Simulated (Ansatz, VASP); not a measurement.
Two plane-wave programs on Cd

```xyz
1
Lattice="0.0000 2.2542 2.2542 2.2542 0.0000 2.2542 2.2542 2.2542 0.0000" Properties=species:S:1:pos:R:3 pbc="T T T"
Cd    0.0000    0.0000    0.0000
```

Alike in both runs: task single point; functional PBE; k mesh 16 × 16 × 16; occupations gaussian, width 0.1 eV; no spin polarisation.

```csv
,VASP,Ansatz
version,VASP 6.6.1,Ansatz 0.2.0
potentials or method,"VASP PAW PBE potentials, release 64 (Cd), cutoff 520 eV","scalar-relativistic, plane waves, PAW"
valence electrons in the cell,12,20
```

VASP gave:

| Quantity | Value |
| --- | --- |
| gap on the k mesh at the Fermi level (eV) | none |
| pressure (GPa) | 0.3 |

Question: Which values does Ansatz return?

Answer: gap on the k mesh at the Fermi level (eV): none; pressure (GPa): 0.0.

A gap of «none» marks a metal or a gap that the smearing closes. With one functional, cell and mesh, what is left measures potentials, basis and numerics. VASP's potentials hold 12 valence electrons a cell and Ansatz's 20, so a difference there can come from the potentials and not from the codes.
